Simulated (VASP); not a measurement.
# Au (I4/mmm) in VASP: notebook, part 2 of 3

VASP 6.6.1. Earlier steps stand in the parts before.

## 4. Single point, PBEsol (strain -0.025 along x and y, -0.050 along z)

Input file INCAR:

```
SYSTEM = Au
ALGO = Fast
EDIFF = 1E-6
ENCUT = 520
GGA = PS
ISIF = 2
ISMEAR = 0
LASPH = .True.
LCHARG = .False.
LREAL = .False.
LWAVE = .False.
NBANDS = 12
NELM = 60
PREC = Accurate
SIGMA = 0.15
```

Input file KPOINTS:

```
k-points
0
Gamma
  20 20 20
  0 0 0
```

Input file POSCAR:

```
Au
1.0
   -1.6158372750      1.6158372750      1.5744055500
    1.6158372750     -1.6158372750      1.5744055500
    1.6158372750      1.6158372750     -1.5744055500
Au
1
Direct
    0.0000000000      0.0000000000      0.0000000000
```

Potentials or basis: VASP PAW PBE potentials, release 64 (Au).

Run with:

```bash
$ cat potpaw_PBE.64/Au/POTCAR > POTCAR
$ mpirun -np 1 vasp_std > vasp.out
```

OUTCAR:

```text
SYSTEM = Au
   EDIFF = 1E-6
   ENCUT = 520
   GGA = PS
   ISIF = 2
   ISMEAR = 0
   LASPH = .True.
   LREAL = .False.
   NELM = 60
   PREC = Accurate

 ion  position               nearest neighbor table
   1  0.000  0.000  0.000-

  LATTYP: Found a body centered tetragonal cell.
 ALAT       =     3.2316745500
 C/A-ratio  =     0.9743589744

  Lattice vectors:

 A1 = (  -1.6158372750,   1.6158372750,   1.5744055500)
 A2 = (   1.6158372750,  -1.6158372750,   1.5744055500)
 A3 = (   1.6158372750,   1.6158372750,  -1.5744055500)

Analysis of symmetry for initial positions (statically):
=====================================================================
 Subroutine PRICEL returns:
 Original cell was already a primitive cell.

 Routine SETGRP: Setting up the symmetry group for a
 body centered tetragonal supercell.

 Subroutine GETGRP returns: Found 16 space group operations
 (whereof 16 operations were pure point group operations)
 out of a pool of 16 trial point group operations.

The static configuration has the point symmetry D_4h.

Analysis of symmetry for dynamics (positions and initial velocities):
=====================================================================
 Subroutine PRICEL returns:
 Original cell was already a primitive cell.

 Routine SETGRP: Setting up the symmetry group for a
 body centered tetragonal supercell.

 Subroutine GETGRP returns: Found 16 space group operations
 (whereof 16 operations were pure point group operations)
 out of a pool of 16 trial point group operations.

The dynamic configuration has the point symmetry D_4h.

 Subroutine INISYM returns: Found 16 space group operations
 (whereof 16 operations are pure point group operations),
 and found     1 'primitive' translations

----------------------------------------------------------------------------------------

                                     Primitive cell

  volume of cell :      16.4427

  direct lattice vectors                    reciprocal lattice vectors
    -1.615837275  1.615837275  1.574405550     0.000000000  0.309437100  0.317580181
     1.615837275 -1.615837275  1.574405550     0.309437100  0.000000000  0.317580181
     1.615837275  1.615837275 -1.574405550     0.309437100  0.309437100  0.000000000

  length of vectors
     2.774997844  2.774997844  2.774997844     0.443405560  0.443405560  0.437610143

  position of ions in fractional coordinates (direct lattice)
     0.000000000  0.000000000  0.000000000

  ion indices of the primitive-cell ions
   primitive index   ion index
                 1           1

----------------------------------------------------------------------------------------

 KPOINTS: k-points

Automatic generation of k-mesh.
 Grid dimensions read from file:
 generate k-points for:   20   20   20

 Generating k-lattice:

  Cartesian coordinates                     Fractional coordinates (reciprocal lattice)
     0.000000000  0.015471855  0.015879009     0.050000000  0.000000000 -0.000000000
     0.015471855  0.000000000  0.015879009     0.000000000  0.050000000 -0.000000000
     0.015471855  0.015471855  0.000000000     0.000000000  0.000000000  0.050000000

  Length of vectors
     0.022170278  0.022170278  0.021880507

  Shift w.r.t. Gamma in fractional coordinates (k-lattice)
     0.000000000  0.000000000  0.000000000

 Subroutine IBZKPT returns following result:
 ===========================================

 Found    641 irreducible k-points:

 Following reciprocal coordinates:
            Coordinates               Weight
  0.000000  0.000000  0.000000      1.000000
  0.050000 -0.000000  0.000000      8.000000
  0.100000 -0.000000  0.000000      8.000000
  0.150000 -0.000000  0.000000      8.000000
  0.200000 -0.000000  0.000000      8.000000
  0.250000 -0.000000  0.000000      8.000000
[... 16 lines left out ...]
 -0.400000  0.050000  0.000000     16.000000
 -0.350000  0.050000  0.000000     16.000000
 [... further k-points ...]
   k-points           NKPTS =    641   k-points in BZ     NKDIM =    641   number of bands    NBANDS=     12
   number of dos      NEDOS =    301   number of ions     NIONS =      1
   total plane-waves  NPLWV =  13824
   dimension x,y,z NGX =    24 NGY =   24 NGZ =   24
   dimension x,y,z NGXF=    48 NGYF=   48 NGZF=   48
   ions per type =               1
   NGX,Y,Z   is equivalent  to a cutoff of  14.38, 14.38, 14.38 a.u.
   NGXF,Y,Z  is equivalent  to a cutoff of  28.76, 28.76, 28.76 a.u.
 SYSTEM =  Au
   PREC   = accura    normal or accurate (medium, high low for compatibility)
   ISTART =      0    job   : 0-new  1-cont  2-samecut
   ICHARG =      2    charge: 1-file 2-atom 10-const
   ISPIN  =      1    spin polarized calculation?
   LNONCOLLINEAR =      F non collinear calculations
   LSORBIT =      F    spin-orbit coupling
   LASPH  =      T    aspherical Exc in radial PAW
   ENCUT  =  520.0 eV  38.22 Ry    6.18 a.u.   5.16  5.16  5.16*2*pi/ulx,y,z
   NELM   =     60;   NELMIN=  2; NELMDL= -5     # of ELM steps
   EDIFF  = 0.1E-05   stopping-criterion for ELM
   LREAL  =      F    real-space projection
   EDIFFG = 0.1E-04   stopping-criterion for IOM
   NSW    =      0    number of steps for IOM
   IBRION =     -1    ionic relax: 0-MD 1-quasi-New 2-CG
   NFREE  =      0    steps in history (QN), initial steepest desc. (CG)
   ISIF   =      2    stress and relaxation
   ISYM   =      2    0-nonsym 1-usesym 2-fastsym
   POTIM  = 0.5000    time-step for ionic-motion
   TEBEG  =    0.0;   TEEND  =   0.0 temperature during run
   PSTRESS=    0.0 pullay stress
   NELECT =      11.0000    total number of electrons
   NUPDOWN=      -1.0000    fix difference up-down
   EMIN   =  10.00;   EMAX   =-10.00  energy-range for DOS
   EFERMI =   0.00;   METHOD = LEGACY
   ISMEAR =     0;   SIGMA  =   0.15  broadening in eV -4-tet -1-fermi 0-gaus
   EFERMI_NEDOS =   21; number of points for ismear=-14 and -15
   IALGO  =     68    algorithm
   IMIX   =      4    mixing-type and parameters
     AMIX     =   0.40;   BMIX     =  1.00
     AMIX_MAG =   1.60;   BMIX_MAG =  1.00
  volume/ion in A,a.u.               =      16.44       110.96
  Fermi-wavevector in a.u.,A,eV,Ry     =   1.431798  2.705706 27.892566  2.050046
  Thomas-Fermi vector in A             =   2.551495
   LORBIT       =      0    0 simple, 1 ext, 2 COOP (PROOUT), +10 PAW based schemes
   GGA     = PS    functional components
   LHFCALC =     F    Hartree Fock is set to
   AEXX    =    0.0000 exact exchange contribution
   IVDW    =     0    specifies the selected vdW correction
   LEPSILON=     F    determine dielectric tensor
   LRPA    =     F    only Hartree local field effects (RPA)
 non-spin polarized calculation
 RMM-DIIS sequential band-by-band and
 Gauss-broadening in eV      SIGMA  =   0.15
  energy-cutoff  :      520.00
  volume of cell :       16.44
 maximum number of plane-waves:       456
 NGX is ok and might be reduce to    24
   NGX = 11   NGY = 11   NGZ = 11

 number of electron      10.9999999 magnetization

 Free energy of the ion-electron system (eV)
  ---------------------------------------------------
  ext. energy  EPLUGINS =         0.00000000
  ---------------------------------------------------
  free energy    TOTEN  =        -3.89305464 eV

  energy without entropy =       -3.89070902  energy(sigma->0) =       -3.89188183

 E-fermi :   9.9077     XC(G=0): -13.1000

 val. band max:        9.8968426787   @ k =  -0.4500   0.5000   0.0500
 cond. band min:       9.9105457784   @ k =   0.5000   0.4000   0.0000
 fundamental gap:      0.0137030997
 Fermi energy:         9.9077004649

 k-point     1 :       0.0000    0.0000    0.0000
  band No.  band energies     occupation
      1      -0.4081      2.00000
      2       4.7018      2.00000
      3       4.8881      2.00000
      4       4.8881      2.00000
      5       6.7712      2.00000
      6       6.9944      2.00000
      7      26.2265      0.00000
      8      26.2265      0.00000
      9      26.7160      0.00000
     10      34.5607      0.00000
     11      34.5625      0.00000
     12      35.2485      0.00000
[... 331 lines left out ...]
 k-point    24 :      -0.3500    0.0500    0.0000
  band No.  band energies     occupation
      1       2.2491      2.00000
      2       3.9070      2.00000
      3       5.5477      2.00000
      4       6.6924      2.00000
      5       7.0384      2.00000
      6       7.4614      2.00000
      7      19.2539      0.00000
      8      23.5475      0.00000
      9      26.0319      0.00000
     10      30.3707      0.00000
     11      31.5151      0.00000
     12      33.8990      0.00000

 [... further k-points ...]
[... 5 lines left out ...]
  --------------------------------------------------------------------------------------
  -------------------------------------------------------------------------------------
  Total        0.6917299      0.6917299      0.6813275      0.0000000      0.0000000      0.0000000
  in kB       67.4023915     67.4023915     66.3887788      0.0000000      0.0000000      0.0000000
  external PRESSURE =      67.0645206 kB  Pullay stress =       0.0000000 kB

 VOLUME and BASIS-vectors are now :
 -----------------------------------------------------------------------------
  energy-cutoff  :      520.00
  volume of cell :       16.44
      direct lattice vectors                 reciprocal lattice vectors
    -1.615837275  1.615837275  1.574405550     0.000000000  0.309437100  0.317580181
     1.615837275 -1.615837275  1.574405550     0.309437100  0.000000000  0.317580181
     1.615837275  1.615837275 -1.574405550     0.309437100  0.309437100  0.000000000

 POSITION                                       TOTAL-FORCE (eV/Angst)
 -----------------------------------------------------------------------------------
      0.00000      0.00000      0.00000        -0.000000     -0.000000      0.000000
 -----------------------------------------------------------------------------------
    total drift:                               -0.000000      0.000000     -0.000000

  FREE ENERGIE OF THE ION-ELECTRON SYSTEM (eV)
  ---------------------------------------------------
  free  energy   TOTEN  =        -3.8930546432 eV

  energy  without entropy=       -3.8907090229  energy(sigma->0) =       -3.89188183
```

OSZICAR:

```text
N       E                     dE             d eps       ncg     rms          rms(c)
DAV:   1     0.493459305174E+02    0.49346E+02   -0.56405E+03 15880   0.822E+02
DAV:   2    -0.354473706651E+01   -0.52891E+02   -0.50042E+02 18448   0.189E+02
DAV:   3    -0.424305001262E+01   -0.69831E+00   -0.69708E+00 18120   0.209E+01
DAV:   4    -0.424531764991E+01   -0.22676E-02   -0.22675E-02 17840   0.137E+00
DAV:   5    -0.424533317418E+01   -0.15524E-04   -0.15524E-04 18200   0.107E-01    0.103E+01
RMM:   6    -0.392227283898E+01    0.32306E+00   -0.35723E-01 15449   0.497E+00    0.631E+00
RMM:   7    -0.389627619044E+01    0.25997E-01   -0.45972E-02 16621   0.197E+00    0.296E+00
RMM:   8    -0.389308265056E+01    0.31935E-02   -0.44417E-03 17243   0.595E-01    0.400E-01
RMM:   9    -0.389305305452E+01    0.29596E-04   -0.53134E-04 18246   0.195E-01    0.122E-01
RMM:  10    -0.389305423817E+01   -0.11836E-05   -0.80897E-05 17860   0.693E-02    0.801E-02
RMM:  11    -0.389305457539E+01   -0.33722E-06   -0.16464E-05 17178   0.267E-02    0.120E-02
RMM:  12    -0.389305464320E+01   -0.67812E-07   -0.19725E-06 14076   0.884E-03
   1 F= -.38930546E+01 E0= -.38918818E+01  d E =-.234562E-02
```

Run time: 35 s. Hardware: 1 thread of Intel Xeon 6975P-C (Granite Rapids), shared host; peak memory 0.24 GiB.

Results:

```yaml
Free_energy: -3.8931 eV
Pressure: 6.7 GPa
```

Levels at points of the mesh, in eV from the Fermi level:
| k point | band 4 | band 5 | band 6 | band 7 | band 8 | band 9 |
| --- | --- | --- | --- | --- | --- | --- |
| (0.00, 0.00, 0.00) | -5.02 | -3.14 | -2.91 | 16.32 | 16.32 | 16.81 |
| (0.50, 0.00, 0.00) | -2.72 | -1.35 | -0.82 | 3.84 | 12.23 | 13.92 |
| (0.50, 0.50, 0.00) | -2.86 | -1.38 | -0.98 | 3.62 | 12.58 | 14.55 |
| (0.50, 0.50, 0.50) | -1.79 | -1.73 | 6.02 | 6.02 | 6.79 | 10.10 |

Caveat: the cell differs from its parent crystal (strain -0.025 along x and y, -0.050 along z); the PAW data sets were made with another functional, which shifts forces and pressure a little; spin-orbit coupling is left out, which moves the levels of the heavy elements.

## 5. Single point, PBEsol (strain -0.025 along x and y, +0.025 along z)

Input file INCAR:

```
SYSTEM = Au
PREC     = Accurate       ! precision mode
ENCUT    = 520            ! plane-wave cutoff, eV
EDIFF    = 1E-7           ! SCF threshold, eV
ISMEAR   = 0              ! smearing method
SIGMA    = 0.15           ! smearing width, eV
LREAL    = .False.        ! projectors in reciprocal space
LASPH    = .True.         ! aspherical terms in the spheres
NELM     = 80             ! most SCF steps
ALGO     = Fast           ! electronic algorithm
ISIF     = 2              ! what is computed and relaxed
LWAVE    = .False.        ! write WAVECAR
LCHARG   = .False.        ! write CHGCAR
GGA      = PS             ! functional
NBANDS   = 12             ! bands
```

Input file KPOINTS:

```
Automatic mesh
0
Gamma
  20 20 20
  0 0 0
```

Input file POSCAR:

```
Au
1.0
   -1.6158372750      1.6158372750      1.6987007250
    1.6158372750     -1.6158372750      1.6987007250
    1.6158372750      1.6158372750     -1.6987007250
Au
1
Direct
    0.0000000000      0.0000000000      0.0000000000
```

Run with:

```bash
$ cat potpaw_PBE.64/Au/POTCAR > POTCAR
$ mpirun -np 1 vasp_std > vasp.out
```

It took 39 s on 1 thread of Intel Xeon 6975P-C (Granite Rapids), shared host; peak memory 0.25 GiB.

Results (log left out):

- Free energy: -3.8908 eV
- Pressure: -6.4 GPa

Stress tensor (GPa, compression positive):
```
-6.45  0.00  0.00
 0.00 -6.45  0.00
 0.00  0.00 -6.16
```

Levels at points of the mesh, in eV from the Fermi level:
```
           k point  band 3  band 4  band 5  band 6  band 7  band 8  band 9  band 10
(0.00, 0.00, 0.00)   -4.76   -4.46   -3.03   -2.69   15.93   16.74   16.74    22.53
(0.50, 0.00, 0.00)   -3.18   -2.63   -1.44   -0.64    3.18   12.54   13.96    21.73
(0.50, 0.50, 0.00)   -2.74   -2.54   -1.36   -0.35    3.57   11.84   12.85    20.23
(0.50, 0.50, 0.50)   -1.83   -1.73   -1.73    5.27    6.67    6.67    9.08    15.15
```

Caveat: the cell differs from its parent crystal (strain -0.025 along x and y, +0.025 along z); the PAW data sets were made with another functional, which shifts forces and pressure a little; spin-orbit coupling is left out, which moves the levels of the heavy elements.

(Part 2 of 3 ends here.)
